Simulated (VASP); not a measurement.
# Rb (Pm-3m) in VASP: notebook

The runs below take Rb through single point, with PBEsol.

All numbers are computed with VASP 6.6.1; they aren't measurements. Logs are shortened: lines on timing, memory, paths and dates and some standing lists are left out, and cuts for length are marked.

## (1) The cell of the first run

Symmetry: Pm-3m, No. 221, cubic system. Conventional cell: a = 2.830 Å, b = 2.830 Å, c = 2.830 Å, α = 90.00°, β = 90.00°, γ = 90.00°. Rb (site symmetry m-3m) has 6 Rb at 2.83 Å within 3.7 Å.

## (2) Single point, PBEsol

File INCAR:

```
PREC = Accurate
ENCUT = 500
EDIFF = 1E-6
ISMEAR = 0
SIGMA = 0.1
LREAL = F
LASPH = T
NELM = 120
ALGO = Normal
ISIF = 2
LWAVE = F
LCHARG = F
GGA = PS
NBANDS = 10
GGA_COMPAT = F
```

File KPOINTS:

```
Automatic mesh
0
Gamma
  5 5 5
```

File POSCAR:

```
Rb
1.0
    2.8300795103      0.0000000000      0.0000000000
    0.0000000000      2.8300795103      0.0000000000
    0.0000000000      0.0000000000      2.8300795103
Rb
1
Direct
    0.0000000000      0.0000000000      0.0000000000
```

Potentials or basis: VASP PAW PBE potentials, release 64 (Rb_sv).

Launch:

```console
$ cat potpaw_PBE.64/Rb_sv/POTCAR > POTCAR
$ mpirun -np 1 vasp_std > vasp.out
```

OUTCAR:

```text
PREC = Accurate
   ENCUT = 500
   EDIFF = 1E-6
   ISMEAR = 0
   LREAL = F
   LASPH = T
   NELM = 120
   ISIF = 2
   GGA = PS

 ion  position               nearest neighbor table
   1  0.000  0.000  0.000-

  LATTYP: Found a simple cubic cell.
 ALAT       =     2.8300795103

  Lattice vectors:

 A1 = (   2.8300795103,   0.0000000000,   0.0000000000)
 A2 = (   0.0000000000,   2.8300795103,   0.0000000000)
 A3 = (   0.0000000000,   0.0000000000,   2.8300795103)

Analysis of symmetry for initial positions (statically):
=====================================================================
 Subroutine PRICEL returns:
 Original cell was already a primitive cell.

 Routine SETGRP: Setting up the symmetry group for a
 simple cubic supercell.

 Subroutine GETGRP returns: Found 48 space group operations
 (whereof 48 operations were pure point group operations)
 out of a pool of 48 trial point group operations.

The static configuration has the point symmetry O_h .

Analysis of symmetry for dynamics (positions and initial velocities):
=====================================================================
 Subroutine PRICEL returns:
 Original cell was already a primitive cell.

 Routine SETGRP: Setting up the symmetry group for a
 simple cubic supercell.

 Subroutine GETGRP returns: Found 48 space group operations
 (whereof 48 operations were pure point group operations)
 out of a pool of 48 trial point group operations.

The dynamic configuration has the point symmetry O_h .

 Subroutine INISYM returns: Found 48 space group operations
 (whereof 48 operations are pure point group operations),
 and found     1 'primitive' translations

----------------------------------------------------------------------------------------

                                     Primitive cell

  volume of cell :      22.6671

  direct lattice vectors                    reciprocal lattice vectors
     2.830079510  0.000000000  0.000000000     0.353346963  0.000000000  0.000000000
     0.000000000  2.830079510  0.000000000     0.000000000  0.353346963  0.000000000
     0.000000000  0.000000000  2.830079510     0.000000000  0.000000000  0.353346963

  length of vectors
     2.830079510  2.830079510  2.830079510     0.353346963  0.353346963  0.353346963

  position of ions in fractional coordinates (direct lattice)
     0.000000000  0.000000000  0.000000000
[... 63 lines left out ...]
   EDIFFG = 0.1E-04   stopping-criterion for IOM
   NSW    =      0    number of steps for IOM
   IBRION =     -1    ionic relax: 0-MD 1-quasi-New 2-CG
   NFREE  =      0    steps in history (QN), initial steepest desc. (CG)
   ISIF   =      2    stress and relaxation
   ISYM   =      2    0-nonsym 1-usesym 2-fastsym
   POTIM  = 0.5000    time-step for ionic-motion
   TEBEG  =    0.0;   TEEND  =   0.0 temperature during run
   PSTRESS=    0.0 pullay stress
   NELECT =       9.0000    total number of electrons
   NUPDOWN=      -1.0000    fix difference up-down
   EMIN   =  10.00;   EMAX   =-10.00  energy-range for DOS
   EFERMI =   0.00;   METHOD = LEGACY
   ISMEAR =     0;   SIGMA  =   0.10  broadening in eV -4-tet -1-fermi 0-gaus
   EFERMI_NEDOS =   21; number of points for ismear=-14 and -15
   IALGO  =     38    algorithm
   IMIX   =      4    mixing-type and parameters
     AMIX     =   0.40;   BMIX     =  1.00
     AMIX_MAG =   1.60;   BMIX_MAG =  1.00
  volume/ion in A,a.u.               =      22.67       152.97
  Fermi-wavevector in a.u.,A,eV,Ry     =   1.203253  2.273819 19.698764  1.447818
  Thomas-Fermi vector in A             =   2.339012
   LORBIT       =      0    0 simple, 1 ext, 2 COOP (PROOUT), +10 PAW based schemes
   GGA     = PS    functional components
   LHFCALC =     F    Hartree Fock is set to
   AEXX    =    0.0000 exact exchange contribution
   IVDW    =     0    specifies the selected vdW correction
   LEPSILON=     F    determine dielectric tensor
   LRPA    =     F    only Hartree local field effects (RPA)
 non-spin polarized calculation
 Gauss-broadening in eV      SIGMA  =   0.10
  energy-cutoff  :      500.00
  volume of cell :       22.67
 maximum number of plane-waves:       588
 NGX is ok and might be reduce to    24
   NGX = 11   NGY = 11   NGZ = 11

 number of electron       9.0000000 magnetization

 Free energy of the ion-electron system (eV)
  ---------------------------------------------------
  ext. energy  EPLUGINS =         0.00000000
  ---------------------------------------------------
  free energy    TOTEN  =         1.20188962 eV

  energy without entropy =        1.20309914  energy(sigma->0) =        1.20249438

 E-fermi :   5.9656     XC(G=0): -10.4529

 val. band max:        5.8431801537   @ k =   0.2000   0.2000   0.0000
 cond. band min:       6.3022769676   @ k =   0.4000   0.4000   0.4000
 fundamental gap:      0.4590968139
 Fermi energy:         5.9656257039

 k-point     1 :       0.0000    0.0000    0.0000
  band No.  band energies     occupation
      1     -24.9882      2.00000
      2      -6.3237      2.00000
      3      -6.3237      2.00000
      4      -6.3237      2.00000
      5       3.5940      2.00000
      6       6.6780      0.00000
      7       6.6780      0.00000
      8      18.6234      0.00000
      9      18.6234      0.00000
     10      18.6234      0.00000
[... 105 lines left out ...]
 k-point    10 :       0.4000    0.4000    0.4000
  band No.  band energies     occupation
      1     -22.8953      2.00000
      2      -9.0502      2.00000
      3      -8.9866      2.00000
      4      -8.9866      2.00000
      5       5.3791      2.00000
      6       6.3023      0.00000
      7       6.3023      0.00000
      8      13.1261      0.00000
      9      19.4047      0.00000
     10      19.4047      0.00000

------------------------ aborting loop because EDIFF is reached ----------------------------------------

  FORCE on cell =-STRESS in cart. coord.  units (eV):
  Direction    XX          YY          ZZ          XY          YZ          ZX
  --------------------------------------------------------------------------------------
  -------------------------------------------------------------------------------------
  Total        4.3544090      4.3544090      4.3544090      0.0000000      0.0000000     -0.0000000
  in kB      307.7824757    307.7824757    307.7824757      0.0000000      0.0000000     -0.0000000
  external PRESSURE =     307.7824757 kB  Pullay stress =       0.0000000 kB

 VOLUME and BASIS-vectors are now :
 -----------------------------------------------------------------------------
  energy-cutoff  :      500.00
  volume of cell :       22.67
      direct lattice vectors                 reciprocal lattice vectors
     2.830079510  0.000000000  0.000000000     0.353346963  0.000000000  0.000000000
     0.000000000  2.830079510  0.000000000     0.000000000  0.353346963  0.000000000
     0.000000000  0.000000000  2.830079510     0.000000000  0.000000000  0.353346963

 POSITION                                       TOTAL-FORCE (eV/Angst)
 -----------------------------------------------------------------------------------
      0.00000      0.00000      0.00000         0.000000      0.000000      0.000000
 -----------------------------------------------------------------------------------
    total drift:                               -0.000000      0.000000      0.000000

  FREE ENERGIE OF THE ION-ELECTRON SYSTEM (eV)
  ---------------------------------------------------
  free  energy   TOTEN  =         1.2018896199 eV

  energy  without entropy=        1.2030991373  energy(sigma->0) =        1.20249438
```

stdout:

```text
POSCAR found type information on POSCAR Rb
 POSCAR found :  1 types and       1 ions
 scaLAPACK will be used
 -----------------------------------------------------------------------------
|                                                                             |
|                                                                             |
|     You enforced a specific xc type in the INCAR file but a different       |
|     I HOPE YOU KNOW WHAT YOU ARE DOING!                                     |
|                                                                             |
 -----------------------------------------------------------------------------

 LDA part: xc-table for (Slater+PW92), standard interpolation
 POSCAR, INCAR and KPOINTS ok, starting setup
 FFT: planning ... GRIDC
 FFT: planning ... GRID_SOFT
 FFT: planning ... GRID
 WAVECAR not read
 entering main loop
```

Run time: 2.1 s. Hardware: 1 thread of Intel Xeon Platinum 8375C at 2.90GHz (Ice Lake), shared host; peak memory 0.13 GiB.

Results:

```
Free energy : 1.2019 eV
Pressure    : 30.8 GPa
```

Caveat: the k points lie up to 0.44 Å⁻¹ apart; the PAW data sets were made with another functional, which shifts forces and pressure a little.

## (3) Single point, PBEsol

This run uses another cell than the first one, of 19.29 Å³/atom, 0.851 times its volume.

File INCAR:

```
SYSTEM = Rb
PREC = Accurate
ENCUT = 500
EDIFF = 1E-6
ISMEAR = 0
SIGMA = 0.1
LREAL = .False.
LASPH = .True.
NELM = 120
ALGO = Normal
ISIF = 2
LWAVE = .False.
LCHARG = .False.
GGA = PS
NBANDS = 10
GGA_COMPAT = .False.
```

File KPOINTS:

```
regular mesh
0
Gamma
  5 5 5
  0 0 0
```

File POSCAR:

```
Rb
1.0
    2.6818846759      0.0000000000      0.0000000000
    0.0000000000      2.6818846759      0.0000000000
    0.0000000000      0.0000000000      2.6818846759
Rb
1
Direct
    0.0000000000      0.0000000000      0.0000000000
```

Potentials or basis: VASP PAW PBE potentials, release 64 (Rb_sv).

Launch:

```console
$ cat potpaw_PBE.64/Rb_sv/POTCAR > POTCAR
$ mpirun -np 1 vasp_std > vasp.out
```

OUTCAR:

```text
SYSTEM = Rb
   PREC = Accurate
   ENCUT = 500
   EDIFF = 1E-6
   ISMEAR = 0
   LREAL = .False.
   LASPH = .True.
   NELM = 120
   ISIF = 2
   GGA = PS

 ion  position               nearest neighbor table
   1  0.000  0.000  0.000-

  LATTYP: Found a simple cubic cell.
 ALAT       =     2.6818846759

  Lattice vectors:

 A1 = (   2.6818846759,   0.0000000000,   0.0000000000)
 A2 = (   0.0000000000,   2.6818846759,   0.0000000000)
 A3 = (   0.0000000000,   0.0000000000,   2.6818846759)

[... 292 lines left out ...]
      9      22.8323      0.00000
     10      22.8323      0.00000

------------------------ aborting loop because EDIFF is reached ----------------------------------------

  FORCE on cell =-STRESS in cart. coord.  units (eV):
  Direction    XX          YY          ZZ          XY          YZ          ZX
  --------------------------------------------------------------------------------------
  -------------------------------------------------------------------------------------
  Total        5.6242123      5.6242123      5.6242123      0.0000000      0.0000000      0.0000000
  in kB      467.1453086    467.1453086    467.1453086      0.0000000      0.0000000      0.0000000
  external PRESSURE =     467.1453086 kB  Pullay stress =       0.0000000 kB

 VOLUME and BASIS-vectors are now :
 -----------------------------------------------------------------------------
  energy-cutoff  :      500.00
  volume of cell :       19.29
      direct lattice vectors                 reciprocal lattice vectors
     2.681884676  0.000000000  0.000000000     0.372872111  0.000000000  0.000000000
     0.000000000  2.681884676  0.000000000     0.000000000  0.372872111  0.000000000
     0.000000000  0.000000000  2.681884676     0.000000000  0.000000000  0.372872111

 POSITION                                       TOTAL-FORCE (eV/Angst)
 -----------------------------------------------------------------------------------
      0.00000      0.00000      0.00000         0.000000      0.000000      0.000000
 -----------------------------------------------------------------------------------
    total drift:                                0.000000      0.000000      0.000000

  FREE ENERGIE OF THE ION-ELECTRON SYSTEM (eV)
  ---------------------------------------------------
  free  energy   TOTEN  =         1.9828264002 eV

  energy  without entropy=        1.9889330804  energy(sigma->0) =        1.98587974
```

OSZICAR:

```text
N       E                     dE             d eps       ncg     rms          rms(c)
DAV:   1     0.267288018523E+02    0.26729E+02   -0.45263E+03   200   0.799E+02
DAV:   2     0.264937437597E+01   -0.24079E+02   -0.23629E+02   268   0.137E+02
DAV:   3     0.190785693335E+01   -0.74152E+00   -0.73774E+00   254   0.198E+01
DAV:   4     0.189897367267E+01   -0.88833E-02   -0.88768E-02   258   0.218E+00
DAV:   5     0.189876114877E+01   -0.21252E-03   -0.21252E-03   258   0.243E-01    0.116E+01
DAV:   6     0.196496889717E+01    0.66208E-01   -0.75802E-02   248   0.165E+00    0.667E+00
DAV:   7     0.198210823361E+01    0.17139E-01   -0.82684E-02   260   0.171E+00    0.531E-01
DAV:   8     0.198282509688E+01    0.71686E-03   -0.43749E-03   220   0.500E-01    0.257E-02
DAV:   9     0.198282540110E+01    0.30422E-06   -0.10242E-04   224   0.762E-02    0.147E-02
DAV:  10     0.198282680679E+01    0.14057E-05   -0.35535E-06   222   0.137E-02    0.872E-03
DAV:  11     0.198282640024E+01   -0.40655E-06   -0.55793E-07   114   0.665E-03
   1 F= 0.19828264E+01 E0= 0.19858797E+01  d E =-.610668E-02
```

stdout:

```text
POSCAR found type information on POSCAR Rb
 POSCAR found :  1 types and       1 ions
 scaLAPACK will be used
 -----------------------------------------------------------------------------
|                                                                             |
|                                                                             |
|     You enforced a specific xc type in the INCAR file but a different       |
|     I HOPE YOU KNOW WHAT YOU ARE DOING!                                     |
|                                                                             |
 -----------------------------------------------------------------------------

 LDA part: xc-table for (Slater+PW92), standard interpolation
 POSCAR, INCAR and KPOINTS ok, starting setup
 FFT: planning ... GRIDC
 FFT: planning ... GRID_SOFT
 FFT: planning ... GRID
 WAVECAR not read
 entering main loop
```

It took 1.9 s on 1 thread of Intel Xeon Platinum 8375C at 2.90GHz (Ice Lake), shared host; peak memory 0.12 GiB.

What came out:

```yaml
Free_energy: 1.9828 eV
Pressure: 46.7 GPa
```

Caveat: the k points lie up to 0.47 Å⁻¹ apart; the PAW data sets were made with another functional, which shifts forces and pressure a little.

## (4) Single point, PBEsol

This run uses another cell than the first one, of 27.22 Å³/atom, 1.201 times its volume.

File INCAR:

```
SYSTEM = Rb
PREC = Accurate ; ENCUT = 500
EDIFF = 1E-6 ; ISMEAR = 0
SIGMA = 0.1 ; LREAL = .FALSE.
LASPH = .TRUE. ; NELM = 120
ALGO = Normal ; ISIF = 2
LWAVE = .FALSE. ; LCHARG = .FALSE.
GGA = PS ; NBANDS = 10
GGA_COMPAT = .FALSE.
```

File KPOINTS:

```
regular mesh
0
G
  5 5 5
  0 0 0
```

File POSCAR:

```
Rb
1.0
    3.0079860641      0.0000000000      0.0000000000
    0.0000000000      3.0079860641      0.0000000000
    0.0000000000      0.0000000000      3.0079860641
Rb
1
Direct
    0.0000000000      0.0000000000      0.0000000000
```

Launch:

```console
$ cat potpaw_PBE.64/Rb_sv/POTCAR > POTCAR
$ mpirun -np 1 vasp_std > vasp.out
```

Wall time 2 s (1 thread of Intel Xeon Platinum 8375C at 2.90GHz (Ice Lake), shared host); peak memory 0.13 GiB.

It converged, with:

```yaml
Free_energy: 0.5824 eV
Pressure: 15.4 GPa
```

Levels at points of the mesh, in eV from the Fermi level:
```tsv
k point	band 2	band 3	band 4	band 5	band 6	band 7	band 8	band 9
(0.00, 0.00, 0.00)	-12.48	-12.48	-12.48	-2.72	1.18	1.18	11.27	11.27
```

Caveat: the k points lie up to 0.42 Å⁻¹ apart; the PAW data sets were made with another functional, which shifts forces and pressure a little.

## (5) The runs side by side

| cell | gap on the mesh (eV) | pressure (GPa) |
| --- | --- | --- |
| a = 2.830 Å, 1 atom | none | 30.8 |
| a = 2.682 Å, 1 atom | none | 46.7 |
| a = 3.008 Å, 1 atom | none | 15.4 |

Alike in all rows: task single point; level PBEsol; potentials or basis VASP PAW PBE potentials, release 64 (Rb_sv); no spin polarisation; k mesh 5 × 5 × 5; cutoff (eV) 500; smearing gaussian 0.1 eV.

Caveats: all runs use coarse meshes; the PAW data sets were made with another functional, which shifts forces and pressure a little.

Total energies depend on the potentials used, so only differences within one code and one set of settings carry meaning.
